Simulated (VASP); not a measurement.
# InSb3 in VASP: a series of runs

The runs below take InSb3 through single point, with PBEsol.

Program: VASP 6.6.1. These are calculated values, not measurements. Logs are shortened: lines on timing, memory, paths and dates and some standing lists are left out, and cuts for length are marked.

## (1) The cell of the first run

It takes space group Pm-3m (No. 221, cubic). Conventional cell: a = 4.854 Å, b = 4.854 Å, c = 4.854 Å, α = 90.00°, β = 90.00°, γ = 90.00°. Within 4.5 Å of Sb (site symmetry 4/mmm) lie 8 Sb at 3.43 Å and 4 In at 3.43 Å. In (site symmetry m-3m) has 12 Sb at 3.43 Å within 4.5 Å.

## (2) Single point, PBEsol

INCAR

```
PREC = Accurate
ENCUT = 520
EDIFF = 1E-7
ISMEAR = 0
SIGMA = 0.02
LREAL = F
LASPH = T
NELM = 80
ALGO = Normal
ISIF = 2
LWAVE = F
LCHARG = T
GGA = PS
LELF = T
LVHAR = T
NBANDS = 22
```

KPOINTS

```
regular mesh
0
Gamma
  8 8 8
```

POSCAR

```
InSb3
1.0
    4.8539578871      0.0000000000      0.0000000000
    0.0000000000      4.8539578871      0.0000000000
    0.0000000000      0.0000000000      4.8539578871
Sb In
3 1
Direct
    0.5000000000      0.5000000000      0.0000000000
    0.0000000000      0.5000000000      0.5000000000
    0.5000000000      0.0000000000      0.5000000000
    0.0000000000      0.0000000000      0.0000000000
```

Potentials or basis: VASP PAW PBE potentials, release 64 (Sb, In_d).

Command:

```
cat potpaw_PBE.64/Sb/POTCAR potpaw_PBE.64/In_d/POTCAR > POTCAR
mpirun -np 1 vasp_std > vasp.out
```

OUTCAR:

```text
PREC = Accurate
   ENCUT = 520
   EDIFF = 1E-7
   ISMEAR = 0
   LREAL = F
   LASPH = T
   NELM = 80
   ISIF = 2
   GGA = PS

 ion  position               nearest neighbor table
   1  0.500  0.500  0.000-   2 3.43   3 3.43   4 3.43   2 3.43   3 3.43   3 3.43   4 3.43   3 3.43
                             2 3.43   4 3.43   2 3.43   4 3.43
   2  0.000  0.500  0.500-   1 3.43   3 3.43   4 3.43   1 3.43   4 3.43   3 3.43   4 3.43   4 3.43
                             1 3.43   3 3.43   1 3.43   3 3.43
   3  0.500  0.000  0.500-   1 3.43   2 3.43   4 3.43   1 3.43   4 3.43   1 3.43   2 3.43   1 3.43
                             2 3.43   4 3.43   4 3.43   2 3.43
   4  0.000  0.000  0.000-   1 3.43   2 3.43   3 3.43   2 3.43   3 3.43   1 3.43   2 3.43   2 3.43
                             1 3.43   3 3.43   3 3.43   1 3.43

  LATTYP: Found a simple cubic cell.
 ALAT       =     4.8539578871

  Lattice vectors:

 A1 = (   4.8539578871,   0.0000000000,   0.0000000000)
 A2 = (   0.0000000000,   4.8539578871,   0.0000000000)
 A3 = (   0.0000000000,   0.0000000000,   4.8539578871)

Analysis of symmetry for initial positions (statically):
=====================================================================
 Subroutine PRICEL returns:
 Original cell was already a primitive cell.

 Routine SETGRP: Setting up the symmetry group for a
 simple cubic supercell.

 Subroutine GETGRP returns: Found 48 space group operations
 (whereof 48 operations were pure point group operations)
 out of a pool of 48 trial point group operations.

The static configuration has the point symmetry O_h .

Analysis of symmetry for dynamics (positions and initial velocities):
=====================================================================
 Subroutine PRICEL returns:
 Original cell was already a primitive cell.

 Routine SETGRP: Setting up the symmetry group for a
 simple cubic supercell.

 Subroutine GETGRP returns: Found 48 space group operations
 (whereof 48 operations were pure point group operations)
 out of a pool of 48 trial point group operations.

The dynamic configuration has the point symmetry O_h .

 Subroutine INISYM returns: Found 48 space group operations
 (whereof 48 operations are pure point group operations),
 and found     1 'primitive' translations

----------------------------------------------------------------------------------------

                                     Primitive cell

  volume of cell :     114.3637

  direct lattice vectors                    reciprocal lattice vectors
     4.853957887  0.000000000  0.000000000     0.206017445  0.000000000  0.000000000
     0.000000000  4.853957887  0.000000000     0.000000000  0.206017445  0.000000000
     0.000000000  0.000000000  4.853957887     0.000000000  0.000000000  0.206017445

  length of vectors
     4.853957887  4.853957887  4.853957887     0.206017445  0.206017445  0.206017445

  position of ions in fractional coordinates (direct lattice)
     0.500000000  0.500000000  0.000000000
     0.000000000  0.500000000  0.500000000
     0.500000000  0.000000000  0.500000000
     0.000000000  0.000000000  0.000000000

  ion indices of the primitive-cell ions
   primitive index   ion index
                 1           1
                 2           2
                 3           3
                 4           4

----------------------------------------------------------------------------------------

 KPOINTS: regular mesh

Automatic generation of k-mesh.
 Grid dimensions read from file:
 generate k-points for:    8    8    8

 Generating k-lattice:

  Cartesian coordinates                     Fractional coordinates (reciprocal lattice)
     0.025752181  0.000000000  0.000000000     0.125000000  0.000000000  0.000000000
     0.000000000  0.025752181  0.000000000     0.000000000  0.125000000  0.000000000
     0.000000000  0.000000000  0.025752181     0.000000000  0.000000000  0.125000000

  Length of vectors
     0.025752181  0.025752181  0.025752181

  Shift w.r.t. Gamma in fractional coordinates (k-lattice)
     0.000000000  0.000000000  0.000000000

 Subroutine IBZKPT returns following result:
 ===========================================

 Found     35 irreducible k-points:

 Following reciprocal coordinates:
            Coordinates               Weight
  0.000000  0.000000  0.000000      1.000000
  0.125000  0.000000  0.000000      6.000000
  0.250000  0.000000  0.000000      6.000000
  0.375000  0.000000  0.000000      6.000000
  0.500000  0.000000  0.000000      3.000000
  0.125000  0.125000  0.000000     12.000000
[... 16 lines left out ...]
  0.375000  0.375000  0.125000     24.000000
  0.500000  0.375000  0.125000     24.000000
 [... further k-points ...]
   k-points           NKPTS =     35   k-points in BZ     NKDIM =     35   number of bands    NBANDS=     22
   number of dos      NEDOS =    301   number of ions     NIONS =      4
   total plane-waves  NPLWV =  46656
   dimension x,y,z NGX =    36 NGY =   36 NGZ =   36
   dimension x,y,z NGXF=    72 NGYF=   72 NGZF=   72
   ions per type =               3   1
   NGX,Y,Z   is equivalent  to a cutoff of  12.33, 12.33, 12.33 a.u.
   NGXF,Y,Z  is equivalent  to a cutoff of  24.66, 24.66, 24.66 a.u.
 SYSTEM =  unknown system
   PREC   = accura    normal or accurate (medium, high low for compatibility)
   ISTART =      0    job   : 0-new  1-cont  2-samecut
   ICHARG =      2    charge: 1-file 2-atom 10-const
   ISPIN  =      1    spin polarized calculation?
   LNONCOLLINEAR =      F non collinear calculations
   LSORBIT =      F    spin-orbit coupling
   LASPH  =      T    aspherical Exc in radial PAW
   ENCUT  =  520.0 eV  38.22 Ry    6.18 a.u.   9.03  9.03  9.03*2*pi/ulx,y,z
   NELM   =     80;   NELMIN=  2; NELMDL= -5     # of ELM steps
   EDIFF  = 0.1E-06   stopping-criterion for ELM
   LREAL  =      F    real-space projection
   EDIFFG = 0.1E-05   stopping-criterion for IOM
   NSW    =      0    number of steps for IOM
   IBRION =     -1    ionic relax: 0-MD 1-quasi-New 2-CG
   NFREE  =      0    steps in history (QN), initial steepest desc. (CG)
   ISIF   =      2    stress and relaxation
   ISYM   =      2    0-nonsym 1-usesym 2-fastsym
   POTIM  = 0.5000    time-step for ionic-motion
   TEBEG  =    0.0;   TEEND  =   0.0 temperature during run
   PSTRESS=    0.0 pullay stress
   NELECT =      28.0000    total number of electrons
   NUPDOWN=      -1.0000    fix difference up-down
   EMIN   =  10.00;   EMAX   =-10.00  energy-range for DOS
   EFERMI =   0.00;   METHOD = LEGACY
   ISMEAR =     0;   SIGMA  =   0.02  broadening in eV -4-tet -1-fermi 0-gaus
   EFERMI_NEDOS =   21; number of points for ismear=-14 and -15
   IALGO  =     38    algorithm
   IMIX   =      4    mixing-type and parameters
     AMIX     =   0.40;   BMIX     =  1.00
     AMIX_MAG =   1.60;   BMIX_MAG =  1.00
  volume/ion in A,a.u.               =      28.59       192.94
  Fermi-wavevector in a.u.,A,eV,Ry     =   1.024153  1.935369 14.271006  1.048889
  Thomas-Fermi vector in A             =   2.157925
   LORBIT       =      0    0 simple, 1 ext, 2 COOP (PROOUT), +10 PAW based schemes
   GGA     = PS    functional components
   LHFCALC =     F    Hartree Fock is set to
   AEXX    =    0.0000 exact exchange contribution
   IVDW    =     0    specifies the selected vdW correction
   LEPSILON=     F    determine dielectric tensor
   LRPA    =     F    only Hartree local field effects (RPA)
 non-spin polarized calculation
 Gauss-broadening in eV      SIGMA  =   0.02
  energy-cutoff  :      520.00
  volume of cell :      114.36
 maximum number of plane-waves:      3112
   NGX = 19   NGY = 19   NGZ = 19

 number of electron      27.9999991 magnetization

 Free energy of the ion-electron system (eV)
  ---------------------------------------------------
  ext. energy  EPLUGINS =         0.00000000
  ---------------------------------------------------
  free energy    TOTEN  =       -15.94353742 eV

  energy without entropy =      -15.94269889  energy(sigma->0) =      -15.94311816

 E-fermi :   7.2932     XC(G=0): -10.0492

 val. band max:        7.2614557635   @ k =   0.3750   0.1250   0.0000
 cond. band min:       7.2941464925   @ k =   0.5000   0.2500   0.1250
 fundamental gap:      0.0326907290
 Fermi energy:         7.2932148008

 k-point     1 :       0.0000    0.0000    0.0000
  band No.  band energies     occupation
      1      -7.0599      2.00000
      2      -7.0599      2.00000
      3      -7.0459      2.00000
      4      -7.0459      2.00000
      5      -7.0459      2.00000
      6      -4.6494      2.00000
[... 14 lines left out ...]
     21      12.1624      0.00000
     22      12.4954      0.00000

 k-point     2 :       0.1250    0.0000    0.0000
  band No.  band energies     occupation
      1      -7.0591      2.00000
      2      -7.0577      2.00000
      3      -7.0473      2.00000
      4      -7.0473      2.00000
      5      -7.0458      2.00000
      6      -4.5575      2.00000
[... 14 lines left out ...]
     21      12.5700      0.00000
     22      12.7215      0.00000

 k-point     3 :       0.2500    0.0000    0.0000
  band No.  band energies     occupation
      1      -7.0573      2.00000
      2      -7.0527      2.00000
      3      -7.0509      2.00000
      4      -7.0509      2.00000
      5      -7.0457      2.00000
      6      -4.2864      2.00000
[... 14 lines left out ...]
     21      12.4679      0.00000
     22      12.7158      0.00000
[... 476 lines left out ...]
 k-point    23 :       0.3750    0.3750    0.1250
  band No.  band energies     occupation
      1      -7.0720      2.00000
      2      -7.0566      2.00000
      3      -7.0563      2.00000
      4      -7.0464      2.00000
      5      -7.0363      2.00000
      6      -2.9994      2.00000
[... 14 lines left out ...]
     21      12.9709      0.00000
     22      13.8419      0.00000

 k-point    24 :       0.5000    0.3750    0.1250
  band No.  band energies     occupation
      1      -7.0749      2.00000
      2      -7.0580      2.00000
      3      -7.0563      2.00000
      4      -7.0457      2.00000
      5      -7.0341      2.00000
      6      -2.6296      2.00000
[... 14 lines left out ...]
     21      12.2773      0.00000
     22      14.7612      0.00000

 [... further k-points ...]
[... 5 lines left out ...]
  --------------------------------------------------------------------------------------
  -------------------------------------------------------------------------------------
  Total       -2.7755365     -2.7755365     -2.7755365     -0.0000000     -0.0000000     -0.0000000
  in kB      -38.8838730    -38.8838730    -38.8838730     -0.0000000     -0.0000000     -0.0000000
  external PRESSURE =     -38.8838730 kB  Pullay stress =       0.0000000 kB

 VOLUME and BASIS-vectors are now :
 -----------------------------------------------------------------------------
  energy-cutoff  :      520.00
  volume of cell :      114.36
      direct lattice vectors                 reciprocal lattice vectors
     4.853957887  0.000000000  0.000000000     0.206017445  0.000000000  0.000000000
     0.000000000  4.853957887  0.000000000     0.000000000  0.206017445  0.000000000
     0.000000000  0.000000000  4.853957887     0.000000000  0.000000000  0.206017445

 POSITION                                       TOTAL-FORCE (eV/Angst)
 -----------------------------------------------------------------------------------
      2.42698      2.42698      0.00000         0.000000      0.000000      0.000000
      0.00000      2.42698      2.42698         0.000000      0.000000      0.000000
      2.42698      0.00000      2.42698         0.000000      0.000000      0.000000
      0.00000      0.00000      0.00000         0.000000      0.000000      0.000000
 -----------------------------------------------------------------------------------
    total drift:                                0.000000     -0.000000     -0.000000

  FREE ENERGIE OF THE ION-ELECTRON SYSTEM (eV)
  ---------------------------------------------------
  free  energy   TOTEN  =       -15.9435374194 eV

  energy  without entropy=      -15.9426988916  energy(sigma->0) =      -15.94311816
```

Wall time 34 s (1 thread of Intel Xeon 6975P-C (Granite Rapids), shared host); peak memory 0.25 GiB.

What came out:

* Free energy: -15.9435 eV
* Pressure: -3.9 GPa
* Band gap on the k mesh: zero (band 14 reaches 10.68 eV, above the bottom of band 15 at 6.26 eV)

Caveat: the PAW data sets were made with another functional, which shifts forces and pressure a little; spin-orbit coupling is left out, which moves the levels of the heavy elements.

(Part 1 of 2 ends here.)
